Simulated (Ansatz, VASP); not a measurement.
# BN: VASP beside Ansatz

File INCAR:

```
SYSTEM = BN
PREC = Accurate
ENCUT = 520
EDIFF = 1E-7
ISMEAR = 0
SIGMA = 0.01
LREAL = .FALSE.
LASPH = .TRUE.
NELM = 100
ALGO = Normal
ISIF = 2
LWAVE = .FALSE.
LCHARG = .FALSE.
NBANDS = 11
```

The input KPOINTS:

```
regular mesh
0
G
  12 12 12
  0 0 0
```

File POSCAR:

```
BN
1.0
    0.0000000000      1.7782587952      1.7782587952
    1.7782587952      0.0000000000      1.7782587952
    1.7782587952      1.7782587952      0.0000000000
B N
1 1
Direct
    0.0000000000      0.0000000000      0.0000000000
    0.7500000000      0.7500000000      0.7500000000
```

Input for Ansatz:

```yaml
crystal:
  lattice:
    - [0.0, 1.7782587952, 1.7782587952]
    - [1.7782587952, 0.0, 1.7782587952]
    - [1.7782587952, 1.7782587952, 0.0]
  atoms:
    - { symbol: B, position: [0.0, 0.0, 0.0] }
    - { symbol: "N", position: [0.75, 0.75, 0.75] }
basis:
  ecutwfc: 420
kpoints:
  mp_grid: { grid: [12, 12, 12] }
hamiltonian:
  xc: lda
scf:
  occupations: { method: fixed }
output:
  forces: true
  stress: true
  eigenvalues: true
  write_density: true
  write_potential: true
  elf: true
  volumetric_format: npy
```

Alike in both runs: task single point; functional LDA; k mesh 12 × 12 × 12; no spin polarisation.

|  | VASP | Ansatz |
| --- | --- | --- |
| version | VASP 6.6.1 | Ansatz 0.2.0 |
| potentials or method | VASP PAW LDA potentials, release 64 (B, N), cutoff 520 eV | scalar-relativistic, plane waves, PAW |
| occupations | gaussian, width 0.01 eV | fixed |
| valence electrons in the cell | 8 | 8 |

```tsv
	VASP	Ansatz	Ansatz less VASP
gap on the k mesh at the Fermi level (eV)	4.40	4.42	+0.016
least direct gap on the mesh (eV)	8.91	8.93	+0.012
pressure (GPa)	9.5	8.4	-1.09
```

LDA's correlation is that of Perdew and Zunger in VASP and of Perdew and Wang (1992) in Ansatz.
